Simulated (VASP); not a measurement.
The system is Cs2Ba.

```
Cs Ba
1.0
     0.00000    4.14420    4.14420
     4.14420    0.00000    4.14420
     4.14420    4.14420    0.00000
Cs Ba
2 1
Cartesian
  6.2163 6.2163 6.2163
  2.0721 2.0721 2.0721
  0.0000 0.0000 0.0000
```

The cell was generated, and may not be a known phase.

```yaml
Program: VASP 6.6.1
Task: relaxation of cell and atoms
Functional: PBE
Potentials_or_basis: VASP PAW PBE potentials, release 64 (Cs_sv, Ba_sv)
Cutoff: 600 eV
k_mesh: 4 × 4 × 4
Occupations: gaussian, width 0.1 eV
Spin: no spin polarisation
```

At the start: pressure 4.3 GPa; volume 47.45 Å³/atom.

Question: How do energy, volume and symmetry change on relaxing?

Answer: Over 7 steps the energy falls by 704.4 meV/atom and the volume is 122.82 Å³/atom (+158.8 %); space group Fm-3m (No. 225, to 0.1 Å) before and after.

Step by step:
| step | energy change (eV) | largest force (eV/Å) | pressure (GPa) | volume (Å³) |
| --- | --- | --- | --- | --- |
| 1 | 0.0000 | 0.0000 | 4.31 | 142.35 |
| 2 | -0.6822 | 0.0000 | 3.33 | 170.27 |
| 3 | -1.8195 | 0.0000 | 0.36 | 275.43 |
| 4 | -1.9584 | 0.0000 | 0.42 | 301.80 |
| 5 | -2.0380 | 0.0000 | 0.09 | 359.47 |
| 6 | -2.1120 | 0.0000 | -0.12 | 380.91 |
| 7 | -2.1133 | 0.0000 | 0.05 | 368.46 |

Final structure:
```
Cs Ba
1.0
     0.00000    5.69012    5.69012
     5.69012    0.00000    5.69012
     5.69012    5.69012    0.00000
Cs Ba
2 1
Direct
  0.75000 0.75000 0.75000
  0.25000 0.25000 0.25000
  0.00000 0.00000 0.00000
```

Caveat: the volume moved by over 15 % at a fixed basis, so the end points are rough.
